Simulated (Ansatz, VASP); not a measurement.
# C in VASP and in Ansatz

INCAR

```
PREC     = Accurate       # precision mode
ENCUT    = 520            # plane-wave cutoff, eV
EDIFF    = 1E-6           # SCF threshold, eV
ISMEAR   = 0              # smearing method
SIGMA    = 0.1            # smearing width, eV
LREAL    = False          # projectors in reciprocal space
LASPH    = True           # aspherical terms in the spheres
NELM     = 60             # most SCF steps
ALGO     = Normal         # electronic algorithm
ISIF     = 2              # what is computed and relaxed
LWAVE    = False          # write WAVECAR
LCHARG   = False          # write CHGCAR
LDIPOL   = True         
IDIPOL   = 3            
DIPOL    = 0.5 0.5 0.369
GGA      = PE             # functional
IVDW     = 12             # dispersion correction
NBANDS   = 16             # bands
```

Contents of KPOINTS:

```
regular mesh
0
Gamma
  15 15 1
```

Contents of POSCAR:

```
C
1.0
    2.4656524409      0.0000000000      0.0000000000
   -1.2328262205      2.1353176508      0.0000000000
    0.0000000000      0.0000000000     17.5000663883
C
4
Direct
    0.6666666667      0.3333333333      0.2571437784
    0.3333333333      0.6666666667      0.2571418816
    0.8333333333      0.3333333333      0.4805733991
    0.5000000000      0.6666666667      0.4805715023
```

Input for Ansatz:

```yaml
crystal:
  lattice:
    - [2.4656524409, 0.0, 0.0]
    - [-1.2328262205, 2.1353176508, 0.0]
    - [0.0, 0.0, 17.5000663883]
  atoms:
    - { symbol: C, position: [0.6666666667, 0.3333333333, 0.2571437784] }
    - { symbol: C, position: [0.3333333333, 0.6666666667, 0.2571418816] }
    - { symbol: C, position: [0.8333333333, 0.3333333333, 0.4805733991] }
    - { symbol: C, position: [0.5, 0.6666666667, 0.4805715023] }
basis:
  ecutwfc: 420
kpoints:
  mp_grid: { grid: [15, 15, 1] }
hamiltonian:
  xc: pbe
  pseudopotentials: { kind: paw, azcp: { folder: soft_1 } }
  dispersion: d3bj
scf:
  occupations: { method: gaussian, width: 0.1 }
output:
  forces: true
  eigenvalues: true
  write_density: true
  write_potential: true
  elf: true
  volumetric_format: npy
efield:
  axis: 3
  dipole_correction: true
  ramp_width: 0.04
```

Alike in both runs: task single point; functional PBE; dispersion D3(BJ); k mesh 15 × 15 × 1; occupations gaussian, width 0.1 eV; no spin polarisation.

```csv
,VASP,Ansatz
version,VASP 6.6.1,Ansatz 0.2.0
potentials or method,"VASP PAW PBE potentials, release 64 (C), cutoff 520 eV","scalar-relativistic, plane waves, PAW"
valence electrons in the cell,16,16
```

|  | VASP | Ansatz | Ansatz less VASP |
| --- | --- | --- | --- |
| gap on the k mesh at the Fermi level (eV) | 0.22 | 0.22 | 0.000 |
| least direct gap on the mesh (eV) | 0.22 | 0.22 | 0.000 |
| rms of the force components (eV/Å) | 0.014 | 0.014 | 0.0000 |

Atom by atom the forces differ by 0.000 eV/Å (rms over components). Ansatz's warnings: structure snapped to symmetry, xc potential rough in thin density.
